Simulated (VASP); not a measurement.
# KI (P6_3/mmc) in VASP: a series of runs

KI is run at these levels: PBE, r2SCAN; tasks: single point.

Program: VASP 6.6.1. These are calculated values, not measurements. Logs are shortened: lines on timing, memory, paths and dates and some standing lists are left out, and cuts for length are marked.

## 1. The cell of the first run

Symmetry: P6_3/mmc, No. 194, hexagonal system. Conventional cell: a = 5.020 Å, b = 5.020 Å, c = 8.754 Å, α = 90.00°, β = 90.00°, γ = 120.00°. K (site symmetry -3m) has 6 I at 3.63 Å and 2 K at 4.38 Å within 4.8 Å. I (site symmetry -6m2) has 6 K at 3.63 Å within 4.8 Å.

## 2. Single point, PBE (volume changed by +3%)

INCAR reads:

```
SYSTEM = KI
PREC = Accurate
ENCUT = 520
EDIFF = 1E-6
ISMEAR = 0
SIGMA = 0.01
LREAL = .False.
LASPH = .True.
NELM = 60
ALGO = Normal
ISIF = 2
LWAVE = .False.
LCHARG = .True.
GGA = PE
LELF = .True.
LVHAR = .True.
NBANDS = 24
```

KPOINTS reads:

```
Automatic mesh
0
Gamma
  6 6 4
  0 0 0
```

POSCAR reads:

```
KI
1.0
    5.0197656856      0.0000000000      0.0000000000
   -2.5098828428      4.3472446048      0.0000000000
    0.0000000000      0.0000000000      8.7541049744
K I
2 2
Direct
    0.0000000000      0.0000000000      0.0000000000
    0.0000000000      0.0000000000      0.5000000000
    0.3333333333      0.6666666667      0.2500000000
    0.6666666667      0.3333333333      0.7500000000
```

Potentials or basis: VASP PAW PBE potentials, release 64 (K_sv, I).

Launch:

```console
$ cat potpaw_PBE.64/K_sv/POTCAR potpaw_PBE.64/I/POTCAR > POTCAR
$ mpirun -np 1 vasp_std > vasp.out
```

OUTCAR:

```text
SYSTEM = KI
   PREC = Accurate
   ENCUT = 520
   EDIFF = 1E-6
   ISMEAR = 0
   LREAL = .False.
   LASPH = .True.
   NELM = 60
   ISIF = 2
   GGA = PE

 ion  position               nearest neighbor table
   1  0.000  0.000  0.000-   3 3.63   4 3.63   4 3.63   3 3.63   4 3.63   3 3.63
   2  0.000  0.000  0.500-   3 3.63   4 3.63   4 3.63   3 3.63   4 3.63   3 3.63
   3  0.333  0.667  0.250-   1 3.63   2 3.63   1 3.63   2 3.63   1 3.63   2 3.63
   4  0.667  0.333  0.750-   1 3.63   2 3.63   1 3.63   2 3.63   1 3.63   2 3.63

  LATTYP: Found a hexagonal cell.
 ALAT       =     5.0197656856
 C/A-ratio  =     1.7439270123

  Lattice vectors:

 A1 = (   5.0197656856,   0.0000000000,   0.0000000000)
 A2 = (  -2.5098828428,   4.3472446048,   0.0000000000)
 A3 = (   0.0000000000,   0.0000000000,   8.7541049744)

Analysis of symmetry for initial positions (statically):
=====================================================================
 Subroutine PRICEL returns:
 Original cell was already a primitive cell.

 Routine SETGRP: Setting up the symmetry group for a
 hexagonal supercell.

 Subroutine GETGRP returns: Found 24 space group operations
 (whereof 12 operations were pure point group operations)
 out of a pool of 24 trial point group operations.

The static configuration has the point symmetry D_3d.
 The point group associated with its full space group is D_6h.

Analysis of symmetry for dynamics (positions and initial velocities):
=====================================================================
 Subroutine PRICEL returns:
 Original cell was already a primitive cell.

 Routine SETGRP: Setting up the symmetry group for a
 hexagonal supercell.

 Subroutine GETGRP returns: Found 24 space group operations
 (whereof 12 operations were pure point group operations)
 out of a pool of 24 trial point group operations.

The dynamic configuration has the point symmetry D_3d.
 The point group associated with its full space group is D_6h.

 Subroutine INISYM returns: Found 24 space group operations
 (whereof 12 operations are pure point group operations),
 and found     1 'primitive' translations

----------------------------------------------------------------------------------------

                                     Primitive cell

  volume of cell :     191.0334

  direct lattice vectors                    reciprocal lattice vectors
     5.019765686  0.000000000  0.000000000     0.199212486  0.115015382  0.000000000
    -2.509882843  4.347244605  0.000000000     0.000000000  0.230030765  0.000000000
     0.000000000  0.000000000  8.754104974     0.000000000  0.000000000  0.114232123

  length of vectors
     5.019765686  5.019765686  8.754104974     0.230030765  0.230030765  0.114232123

  position of ions in fractional coordinates (direct lattice)
     0.000000000  0.000000000  0.000000000
     0.000000000  0.000000000  0.500000000
     0.333333333  0.666666667  0.250000000
     0.666666667  0.333333333  0.750000000

  ion indices of the primitive-cell ions
   primitive index   ion index
                 1           1
                 2           2
                 3           3
                 4           4

----------------------------------------------------------------------------------------

 KPOINTS: Automatic mesh

Automatic generation of k-mesh.
 Grid dimensions read from file:
 generate k-points for:    6    6    4

 Generating k-lattice:

  Cartesian coordinates                     Fractional coordinates (reciprocal lattice)
     0.033202081  0.019169230  0.000000000     0.166666667  0.000000000  0.000000000
     0.000000000  0.038338461  0.000000000     0.000000000  0.166666667  0.000000000
     0.000000000  0.000000000  0.028558031     0.000000000  0.000000000  0.250000000

  Length of vectors
     0.038338461  0.038338461  0.028558031

  Shift w.r.t. Gamma in fractional coordinates (k-lattice)
     0.000000000  0.000000000  0.000000000

 Subroutine IBZKPT returns following result:
 ===========================================

 Found     21 irreducible k-points:

 Following reciprocal coordinates:
            Coordinates               Weight
  0.000000  0.000000  0.000000      1.000000
  0.166667 -0.000000  0.000000      6.000000
  0.333333 -0.000000  0.000000      6.000000
  0.500000 -0.000000  0.000000      3.000000
  0.166667  0.166667  0.000000      6.000000
  0.333333  0.166667  0.000000     12.000000
[... 13 lines left out ...]
  0.333333  0.166667  0.500000     12.000000
  0.333333  0.333333  0.500000      2.000000
   k-points           NKPTS =     21   k-points in BZ     NKDIM =     21   number of bands    NBANDS=     24
   number of dos      NEDOS =    301   number of ions     NIONS =      4
   total plane-waves  NPLWV = 112000
   dimension x,y,z NGX =    40 NGY =   40 NGZ =   70
   dimension x,y,z NGXF=    80 NGYF=   80 NGZF=  140
   ions per type =               2   2
   NGX,Y,Z   is equivalent  to a cutoff of  13.25, 13.25, 13.29 a.u.
   NGXF,Y,Z  is equivalent  to a cutoff of  26.49, 26.49, 26.59 a.u.
 SYSTEM =  KI
   PREC   = accura    normal or accurate (medium, high low for compatibility)
   ISTART =      0    job   : 0-new  1-cont  2-samecut
   ICHARG =      2    charge: 1-file 2-atom 10-const
   ISPIN  =      1    spin polarized calculation?
   LNONCOLLINEAR =      F non collinear calculations
   LSORBIT =      F    spin-orbit coupling
   LASPH  =      T    aspherical Exc in radial PAW
   ENCUT  =  520.0 eV  38.22 Ry    6.18 a.u.   9.33  9.33 16.28*2*pi/ulx,y,z
   NELM   =     60;   NELMIN=  2; NELMDL= -5     # of ELM steps
   EDIFF  = 0.1E-05   stopping-criterion for ELM
   LREAL  =      F    real-space projection
   EDIFFG = 0.1E-04   stopping-criterion for IOM
   NSW    =      0    number of steps for IOM
   IBRION =     -1    ionic relax: 0-MD 1-quasi-New 2-CG
   NFREE  =      0    steps in history (QN), initial steepest desc. (CG)
   ISIF   =      2    stress and relaxation
   ISYM   =      2    0-nonsym 1-usesym 2-fastsym
   POTIM  = 0.5000    time-step for ionic-motion
   TEBEG  =    0.0;   TEEND  =   0.0 temperature during run
   PSTRESS=    0.0 pullay stress
   NELECT =      32.0000    total number of electrons
   NUPDOWN=      -1.0000    fix difference up-down
   EMIN   =  10.00;   EMAX   =-10.00  energy-range for DOS
   EFERMI =   0.00;   METHOD = LEGACY
   ISMEAR =     0;   SIGMA  =   0.01  broadening in eV -4-tet -1-fermi 0-gaus
   EFERMI_NEDOS =   21; number of points for ismear=-14 and -15
   IALGO  =     38    algorithm
   IMIX   =      4    mixing-type and parameters
     AMIX     =   0.40;   BMIX     =  1.00
     AMIX_MAG =   1.60;   BMIX_MAG =  1.00
  volume/ion in A,a.u.               =      47.76       322.29
  Fermi-wavevector in a.u.,A,eV,Ry     =   0.902447  1.705378 11.080730  0.814411
  Thomas-Fermi vector in A             =   2.025652
   LORBIT       =      0    0 simple, 1 ext, 2 COOP (PROOUT), +10 PAW based schemes
   GGA     = PE    functional components
   LHFCALC =     F    Hartree Fock is set to
   AEXX    =    0.0000 exact exchange contribution
   IVDW    =     0    specifies the selected vdW correction
   LEPSILON=     F    determine dielectric tensor
   LRPA    =     F    only Hartree local field effects (RPA)
 non-spin polarized calculation
 Gauss-broadening in eV      SIGMA  =   0.01
  energy-cutoff  :      520.00
  volume of cell :      191.03
 maximum number of plane-waves:      5181
 NGX is ok and might be reduce to    40
   NGX = 19   NGY = 19   NGZ = 33

 number of electron      31.9999999 magnetization

 Free energy of the ion-electron system (eV)
  ---------------------------------------------------
  ext. energy  EPLUGINS =         0.00000000
  ---------------------------------------------------
  free energy    TOTEN  =       -11.05119615 eV

  energy without entropy =      -11.05119615  energy(sigma->0) =      -11.05119615

 E-fermi :  -0.6992     XC(G=0):  -6.8658

 val. band max:       -0.7428975629   @ k =   0.0000   0.0000   0.0000
 cond. band min:       2.9752871888   @ k =   0.0000   0.0000   0.0000
 fundamental gap:      3.7181847517
 Fermi energy:        -0.6992294920

 k-point     1 :       0.0000    0.0000    0.0000
  band No.  band energies     occupation
      1     -29.5126      2.00000
      2     -29.5090      2.00000
      3     -13.1100      2.00000
      4     -12.9918      2.00000
      5     -12.9918      2.00000
      6     -12.9821      2.00000
[... 16 lines left out ...]
     23       6.1379      0.00000
     24       6.6130      0.00000

 k-point     2 :       0.1667   -0.0000    0.0000
  band No.  band energies     occupation
      1     -29.5123      2.00000
      2     -29.5087      2.00000
      3     -13.0959      2.00000
      4     -13.0123      2.00000
      5     -12.9939      2.00000
      6     -12.9899      2.00000
[... 16 lines left out ...]
     23       6.3174      0.00000
     24       6.3600      0.00000

 k-point     3 :       0.3333   -0.0000    0.0000
  band No.  band energies     occupation
      1     -29.5117      2.00000
      2     -29.5082      2.00000
      3     -13.0740      2.00000
      4     -13.0442      2.00000
      5     -13.0054      2.00000
      6     -12.9982      2.00000
[... 16 lines left out ...]
     23       6.7780      0.00000
     24       7.2279      0.00000
[... 433 lines left out ...]
 k-point    20 :       0.3333    0.1667    0.5000
  band No.  band energies     occupation
      1     -29.5097      2.00000
      2     -29.5097      2.00000
      3     -13.0391      2.00000
      4     -13.0391      2.00000
      5     -13.0071      2.00000
      6     -13.0071      2.00000
[... 16 lines left out ...]
     23       6.9620      0.00000
     24       6.9620      0.00000

 k-point    21 :       0.3333    0.3333    0.5000
  band No.  band energies     occupation
      1     -29.5095      2.00000
      2     -29.5095      2.00000
      3     -13.0345      2.00000
      4     -13.0345      2.00000
      5     -13.0099      2.00000
      6     -13.0099      2.00000
[... 16 lines left out ...]
     23       6.6316      0.00000
     24       6.6316      0.00000

------------------------ aborting loop because EDIFF is reached ----------------------------------------

  FORCE on cell =-STRESS in cart. coord.  units (eV):
  Direction    XX          YY          ZZ          XY          YZ          ZX
  --------------------------------------------------------------------------------------
  -------------------------------------------------------------------------------------
  Total       -0.3088882     -0.3088882     -0.3226454      0.0000000     -0.0000000      0.0000000
  in kB       -2.5906133     -2.5906133     -2.7059940      0.0000000     -0.0000000      0.0000000
  external PRESSURE =      -2.6290735 kB  Pullay stress =       0.0000000 kB

 VOLUME and BASIS-vectors are now :
 -----------------------------------------------------------------------------
  energy-cutoff  :      520.00
  volume of cell :      191.03
      direct lattice vectors                 reciprocal lattice vectors
     5.019765686  0.000000000  0.000000000     0.199212486  0.115015382  0.000000000
    -2.509882843  4.347244605  0.000000000     0.000000000  0.230030765  0.000000000
     0.000000000  0.000000000  8.754104974     0.000000000  0.000000000  0.114232123

 POSITION                                       TOTAL-FORCE (eV/Angst)
 -----------------------------------------------------------------------------------
      0.00000      0.00000      0.00000        -0.000000     -0.000000     -0.000000
      0.00000      0.00000      4.37705        -0.000000     -0.000000     -0.000000
     -0.00000      2.89816      2.18853         0.000000     -0.000000     -0.000000
      2.50988      1.44908      6.56558        -0.000000      0.000000      0.000000
 -----------------------------------------------------------------------------------
    total drift:                                0.000000      0.000000     -0.000000

  FREE ENERGIE OF THE ION-ELECTRON SYSTEM (eV)
  ---------------------------------------------------
  free  energy   TOTEN  =       -11.0511961475 eV

  energy  without entropy=      -11.0511961475  energy(sigma->0) =      -11.05119615
```

It took 2.3 min on 1 thread of Intel Xeon 6975P-C, shared host; peak memory 0.35 GiB.

Results:

| Quantity | Value |
| --- | --- |
| Free energy | -11.0512 eV |
| Pressure | -0.3 GPa |
| Band gap on the k mesh | 3.72 eV, direct |

Levels at points of the mesh, in eV from the valence-band top:
| k point | band 14 | band 15 | band 16 | band 17 | band 18 | band 19 |
| --- | --- | --- | --- | --- | --- | --- |
| (0.00, 0.00, 0.00) | -0.17 | 0.00 | 0.00 | 3.72 | 5.45 | 5.75 |
| (0.50, 0.00, 0.00) | -0.51 | -0.31 | -0.30 | 5.14 | 5.70 | 5.72 |
| (0.00, 0.00, 0.50) | -0.12 | -0.12 | -0.12 | 4.77 | 4.77 | 6.29 |
| (0.50, 0.00, 0.50) | -0.45 | -0.31 | -0.31 | 5.51 | 5.51 | 5.71 |

Caveat: spin-orbit coupling is left out, which moves the levels of the heavy elements. A k mesh can miss the band edges.

(Continued in part 2 of 2.)
